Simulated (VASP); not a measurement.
# Pt (Pm-3m) in VASP: further runs

The runs below take Pt through single point, with LDA.

Program: VASP 6.6.1. These are calculated values, not measurements. Logs are shortened: lines on timing, memory, paths and dates and some standing lists are left out, and cuts for length are marked.

## 1. The cell of the first run

The structure is cubic, space group Pm-3m (No. 221). The conventional cell has a = 2.335 Å, b = 2.335 Å, c = 2.335 Å, α = 90.00°, β = 90.00°, γ = 90.00°. Pt (site symmetry m-3m) has 6 Pt at 2.34 Å within 3.1 Å.

## 2. Single point, LDA (volume scaled by 0.75)

The input, INCAR:

```
SYSTEM = Pt
ALGO     = Normal         ! electronic algorithm
EDIFF    = 1E-6           ! SCF threshold, eV
ENCUT    = 520            ! plane-wave cutoff, eV
GGA      = CA             ! functional
ISIF     = 2              ! what is computed and relaxed
ISMEAR   = -1             ! smearing method
LASPH    = .TRUE.         ! aspherical terms in the spheres
LCHARG   = .FALSE.        ! write CHGCAR
LREAL    = .FALSE.        ! projectors in reciprocal space
LWAVE    = .FALSE.        ! write WAVECAR
NBANDS   = 11             ! bands
NELM     = 80             ! most SCF steps
PREC     = Accurate       ! precision mode
SIGMA    = 0.1            ! smearing width, eV
```

The input, KPOINTS:

```
k-points
0
G
  17 17 17
  0 0 0
```

The input, POSCAR:

```
Pt
1.0
    2.3351435665      0.0000000000      0.0000000000
    0.0000000000      2.3351435665      0.0000000000
    0.0000000000      0.0000000000      2.3351435665
Pt
1
Direct
    0.0000000000      0.0000000000      0.0000000000
```

Potentials or basis: VASP PAW LDA potentials, release 64 (Pt).

Launch:

```console
$ cat potpaw_LDA.64/Pt/POTCAR > POTCAR
$ mpirun -np 1 vasp_std > vasp.out
```

OUTCAR:

```text
SYSTEM = Pt
   EDIFF = 1E-6
   ENCUT = 520
   GGA = CA
   ISIF = 2
   ISMEAR = -1
   LASPH = .TRUE.
   LREAL = .FALSE.
   NELM = 80
   PREC = Accurate

 ion  position               nearest neighbor table
   1  0.000  0.000  0.000-

  LATTYP: Found a simple cubic cell.
 ALAT       =     2.3351435665

  Lattice vectors:

 A1 = (   2.3351435665,   0.0000000000,   0.0000000000)
 A2 = (   0.0000000000,   2.3351435665,   0.0000000000)
 A3 = (   0.0000000000,   0.0000000000,   2.3351435665)

Analysis of symmetry for initial positions (statically):
=====================================================================
 Subroutine PRICEL returns:
 Original cell was already a primitive cell.

 Routine SETGRP: Setting up the symmetry group for a
 simple cubic supercell.

 Subroutine GETGRP returns: Found 48 space group operations
 (whereof 48 operations were pure point group operations)
 out of a pool of 48 trial point group operations.

The static configuration has the point symmetry O_h .

Analysis of symmetry for dynamics (positions and initial velocities):
=====================================================================
 Subroutine PRICEL returns:
 Original cell was already a primitive cell.

 Routine SETGRP: Setting up the symmetry group for a
 simple cubic supercell.

 Subroutine GETGRP returns: Found 48 space group operations
 (whereof 48 operations were pure point group operations)
 out of a pool of 48 trial point group operations.

The dynamic configuration has the point symmetry O_h .

 Subroutine INISYM returns: Found 48 space group operations
 (whereof 48 operations are pure point group operations),
 and found     1 'primitive' translations

----------------------------------------------------------------------------------------

                                     Primitive cell

  volume of cell :      12.7333

  direct lattice vectors                    reciprocal lattice vectors
     2.335143567  0.000000000  0.000000000     0.428239195  0.000000000  0.000000000
     0.000000000  2.335143567  0.000000000     0.000000000  0.428239195  0.000000000
     0.000000000  0.000000000  2.335143567     0.000000000  0.000000000  0.428239195

  length of vectors
     2.335143567  2.335143567  2.335143567     0.428239195  0.428239195  0.428239195

  position of ions in fractional coordinates (direct lattice)
     0.000000000  0.000000000  0.000000000

  ion indices of the primitive-cell ions
   primitive index   ion index
                 1           1

----------------------------------------------------------------------------------------

 KPOINTS: k-points

Automatic generation of k-mesh.
 Grid dimensions read from file:
 generate k-points for:   17   17   17

 Generating k-lattice:

  Cartesian coordinates                     Fractional coordinates (reciprocal lattice)
     0.025190541  0.000000000  0.000000000     0.058823529  0.000000000  0.000000000
     0.000000000  0.025190541  0.000000000     0.000000000  0.058823529  0.000000000
     0.000000000  0.000000000  0.025190541     0.000000000  0.000000000  0.058823529

  Length of vectors
     0.025190541  0.025190541  0.025190541

  Shift w.r.t. Gamma in fractional coordinates (k-lattice)
     0.000000000  0.000000000  0.000000000

 Subroutine IBZKPT returns following result:
 ===========================================

 Found    165 irreducible k-points:

 Following reciprocal coordinates:
            Coordinates               Weight
  0.000000  0.000000  0.000000      1.000000
  0.058824  0.000000  0.000000      6.000000
  0.117647  0.000000  0.000000      6.000000
  0.176471  0.000000  0.000000      6.000000
  0.235294  0.000000  0.000000      6.000000
  0.294118  0.000000  0.000000      6.000000
[... 16 lines left out ...]
  0.411765  0.117647  0.000000     24.000000
  0.470588  0.117647  0.000000     24.000000
 [... further k-points ...]
   k-points           NKPTS =    165   k-points in BZ     NKDIM =    165   number of bands    NBANDS=     11
   number of dos      NEDOS =    301   number of ions     NIONS =      1
   total plane-waves  NPLWV =   5832
   dimension x,y,z NGX =    18 NGY =   18 NGZ =   18
   dimension x,y,z NGXF=    36 NGYF=   36 NGZF=   36
   ions per type =               1
   NGX,Y,Z   is equivalent  to a cutoff of  12.81, 12.81, 12.81 a.u.
   NGXF,Y,Z  is equivalent  to a cutoff of  25.63, 25.63, 25.63 a.u.
 SYSTEM =  Pt
   PREC   = accura    normal or accurate (medium, high low for compatibility)
   ISTART =      0    job   : 0-new  1-cont  2-samecut
   ICHARG =      2    charge: 1-file 2-atom 10-const
   ISPIN  =      1    spin polarized calculation?
   LNONCOLLINEAR =      F non collinear calculations
   LSORBIT =      F    spin-orbit coupling
   LASPH  =      T    aspherical Exc in radial PAW
   ENCUT  =  520.0 eV  38.22 Ry    6.18 a.u.   4.34  4.34  4.34*2*pi/ulx,y,z
   NELM   =     80;   NELMIN=  2; NELMDL= -5     # of ELM steps
   EDIFF  = 0.1E-05   stopping-criterion for ELM
   LREAL  =      F    real-space projection
   EDIFFG = 0.1E-04   stopping-criterion for IOM
   NSW    =      0    number of steps for IOM
   IBRION =     -1    ionic relax: 0-MD 1-quasi-New 2-CG
   NFREE  =      0    steps in history (QN), initial steepest desc. (CG)
   ISIF   =      2    stress and relaxation
   ISYM   =      2    0-nonsym 1-usesym 2-fastsym
   POTIM  = 0.5000    time-step for ionic-motion
   TEBEG  =    0.0;   TEEND  =   0.0 temperature during run
   PSTRESS=    0.0 pullay stress
   NELECT =      10.0000    total number of electrons
   NUPDOWN=      -1.0000    fix difference up-down
   EMIN   =  10.00;   EMAX   =-10.00  energy-range for DOS
   EFERMI =   0.00;   METHOD = LEGACY
   ISMEAR =    -1;   SIGMA  =   0.10  broadening in eV -4-tet -1-fermi 0-gaus
   EFERMI_NEDOS =   21; number of points for ismear=-14 and -15
   IALGO  =     38    algorithm
   IMIX   =      4    mixing-type and parameters
     AMIX     =   0.40;   BMIX     =  1.00
     AMIX_MAG =   1.60;   BMIX_MAG =  1.00
  volume/ion in A,a.u.               =      12.73        85.93
  Fermi-wavevector in a.u.,A,eV,Ry     =   1.510409  2.854259 31.039454  2.281335
  Thomas-Fermi vector in A             =   2.620603
   LORBIT       =      0    0 simple, 1 ext, 2 COOP (PROOUT), +10 PAW based schemes
   GGA     = CA    functional components
   LHFCALC =     F    Hartree Fock is set to
   AEXX    =    0.0000 exact exchange contribution
   IVDW    =     0    specifies the selected vdW correction
   LEPSILON=     F    determine dielectric tensor
   LRPA    =     F    only Hartree local field effects (RPA)
 non-spin polarized calculation
  energy-cutoff  :      520.00
  volume of cell :       12.73
 maximum number of plane-waves:       354
 NGX is ok and might be reduce to    18
   NGX =  9   NGY =  9   NGZ =  9

 number of electron      10.0000000 magnetization

 Free energy of the ion-electron system (eV)
  ---------------------------------------------------
  ext. energy  EPLUGINS =         0.00000000
  ---------------------------------------------------
  free energy    TOTEN  =        -5.56319741 eV

  energy without entropy =       -5.53630349  energy(sigma->0) =       -5.54975045

 E-fermi :  14.8546     XC(G=0): -14.5363

 val. band max:       14.8467348092   @ k =   0.1176   0.1176   0.0000
 cond. band min:      14.8625985725   @ k =   0.1765   0.1176   0.0588
 fundamental gap:      0.0158637633
 Fermi energy:        14.8546132484

 k-point     1 :       0.0000    0.0000    0.0000
  band No.  band energies     occupation
      1       2.7078      2.00000
      2       5.4644      2.00000
      3       5.4644      2.00000
      4      15.5614      0.00170
      5      15.5614      0.00170
      6      15.5614      0.00170
      7      31.7384      0.00000
      8      31.7384      0.00000
      9      31.7384      0.00000
     10      39.7062      0.00000
     11      42.5320      0.00000

 k-point     2 :       0.0588    0.0000    0.0000
  band No.  band energies     occupation
      1       2.8466      2.00000
      2       5.4946      2.00000
      3       5.6161      2.00000
      4      15.3810      0.01029
      5      15.3810      0.01029
      6      15.5748      0.00149
      7      30.9455      0.00000
      8      32.0116      0.00000
      9      32.0116      0.00000
     10      40.2803      0.00000
     11      40.7415      0.00000

 k-point     3 :       0.1176    0.0000    0.0000
  band No.  band energies     occupation
      1       3.2241      2.00000
      2       5.5823      2.00000
      3       6.0898      2.00000
      4      14.8929      0.81094
      5      14.8929      0.81094
      6      15.6132      0.00102
      7      29.2164      0.00000
      8      32.7665      0.00000
      9      32.7665      0.00000
     10      38.4750      0.00000
     11      40.9804      0.00000

 k-point     4 :       0.1765    0.0000    0.0000
  band No.  band energies     occupation
      1       3.7451      2.00000
      2       5.7182      2.00000
      3       6.9171      2.00000
      4      14.2191      1.99653
      5      14.2191      1.99653
      6      15.6719      0.00056
      7      27.2888      0.00000
      8      33.8497      0.00000
      9      33.8497      0.00000
     10      36.4025      0.00000
     11      41.2120      0.00000

 k-point     5 :       0.2353    0.0000    0.0000
  band No.  band energies     occupation
      1       4.3142      2.00000
      2       5.8870      2.00000
      3       8.0806      2.00000
      4      13.4889      2.00000
      5      13.4889      2.00000
      6      15.7435      0.00028
      7      25.4828      0.00000
      8      34.5925      0.00000
      9      35.0906      0.00000
     10      35.0906      0.00000
     11      41.0631      0.00000
[... 211 lines left out ...]
 k-point    21 :       0.2941    0.1176    0.0000
  band No.  band energies     occupation
      1       5.3433      2.00000
      2       6.6306      2.00000
      3       9.3105      2.00000
      4      12.4311      2.00000
      5      12.8841      2.00000
      6      15.2126      0.05422
      7      24.7248      0.00000
      8      32.6528      0.00000
      9      34.4256      0.00000
     10      37.5511      0.00000
     11      42.7521      0.00000

 k-point    22 :       0.3529    0.1176    0.0000
  band No.  band energies     occupation
      1       5.8103      2.00000
      2       6.8546      2.00000
      3       9.8080      2.00000
      4      12.3257      2.00000
      5      12.8480      2.00000
      6      15.2909      0.02516
      7      23.4269      0.00000
      8      32.3985      0.00000
      9      34.4947      0.00000
     10      38.7785      0.00000
     11      40.6200      0.00000

 k-point    23 :       0.4118    0.1176    0.0000
  band No.  band energies     occupation
      1       6.1649      2.00000
      2       7.0719      2.00000
      3       9.6826      2.00000
      4      11.9300      2.00000
      5      13.8377      1.99992
      6      15.3509      0.01389
      7      22.5266      0.00000
      8      31.8097      0.00000
      9      35.0805      0.00000
     10      38.4380      0.00000
     11      39.8157      0.00000

 k-point    24 :       0.4706    0.1176    0.0000
  band No.  band energies     occupation
      1       6.3521      2.00000
      2       7.2280      2.00000
      3       9.4912      2.00000
      4      11.7254      2.00000
      5      14.5589      1.90120
      6      15.3833      0.01006
      7      22.0735      0.00000
      8      31.4624      0.00000
      9      35.6191      0.00000
     10      36.9618      0.00000
     11      40.4724      0.00000

 [... further k-points ...]
[... 5 lines left out ...]
  --------------------------------------------------------------------------------------
  -------------------------------------------------------------------------------------
  Total       11.2588056     11.2588056     11.2588056      0.0000000      0.0000000     -0.0000000
  in kB     1416.6486238   1416.6486238   1416.6486238      0.0000000      0.0000000     -0.0000000
  external PRESSURE =    1416.6486238 kB  Pullay stress =       0.0000000 kB

 VOLUME and BASIS-vectors are now :
 -----------------------------------------------------------------------------
  energy-cutoff  :      520.00
  volume of cell :       12.73
      direct lattice vectors                 reciprocal lattice vectors
     2.335143567  0.000000000  0.000000000     0.428239195  0.000000000  0.000000000
     0.000000000  2.335143567  0.000000000     0.000000000  0.428239195  0.000000000
     0.000000000  0.000000000  2.335143567     0.000000000  0.000000000  0.428239195

 POSITION                                       TOTAL-FORCE (eV/Angst)
 -----------------------------------------------------------------------------------
      0.00000      0.00000      0.00000         0.000000      0.000000      0.000000
 -----------------------------------------------------------------------------------
    total drift:                                0.000000      0.000000      0.000000

  FREE ENERGIE OF THE ION-ELECTRON SYSTEM (eV)
  ---------------------------------------------------
  free  energy   TOTEN  =        -5.5631974113 eV

  energy  without entropy=       -5.5363034853  energy(sigma->0) =       -5.54975045
```

Wall time 23 s (1 thread of Intel Xeon 8259CL, shared host); peak memory 0.13 GiB.

What came out:

- Free energy: -5.5632 eV
- Pressure: 141.7 GPa
- Band gap on the k mesh: zero (band 5 reaches 18.39 eV, above the bottom of band 6 at 13.10 eV)

Caveat: spin-orbit coupling is left out, which moves the levels of the heavy elements.

## 3. Single point, LDA (volume scaled by 0.85)

The input, INCAR:

```
PREC = Accurate ; ENCUT = 520
EDIFF = 1E-6 ; ISMEAR = -1
SIGMA = 0.1 ; LREAL = F
LASPH = T ; NELM = 80
ALGO = Normal ; ISIF = 2
LWAVE = F ; LCHARG = F
GGA = CA ; NBANDS = 11
```

The input, KPOINTS:

```
regular mesh
0
Gamma
  17 17 17
```

The input, POSCAR:

```
Pt
1.0
    2.4346290923      0.0000000000      0.0000000000
    0.0000000000      2.4346290923      0.0000000000
    0.0000000000      0.0000000000      2.4346290923
Pt
1
Direct
    0.0000000000      0.0000000000      0.0000000000
```

Potentials or basis: VASP PAW LDA potentials, release 64 (Pt).

Launch:

```console
$ cat potpaw_LDA.64/Pt/POTCAR > POTCAR
$ mpirun -np 1 vasp_std > vasp.out
```

Run time: 24 s. Hardware: 1 thread of AMD EPYC 7R13, shared host; peak memory 0.1 GiB.

Results (log left out):

- Free energy: -6.5804 eV
- Pressure: 58.7 GPa
- Band gap on the k mesh: zero (band 5 reaches 14.94 eV, above the bottom of band 6 at 10.65 eV)

Levels at points of the mesh, in eV from the Fermi level:
```csv
k point,band 1,band 2,band 3,band 4,band 5,band 6,band 7,band 8,band 9,band 10
"(0.00, 0.00, 0.00)",-10.68,-7.85,-7.85,0.54,0.54,0.54,16.29,16.29,16.29,23.41
```

Caveat: spin-orbit coupling is left out, which moves the levels of the heavy elements.

[end of part 1 of 2]
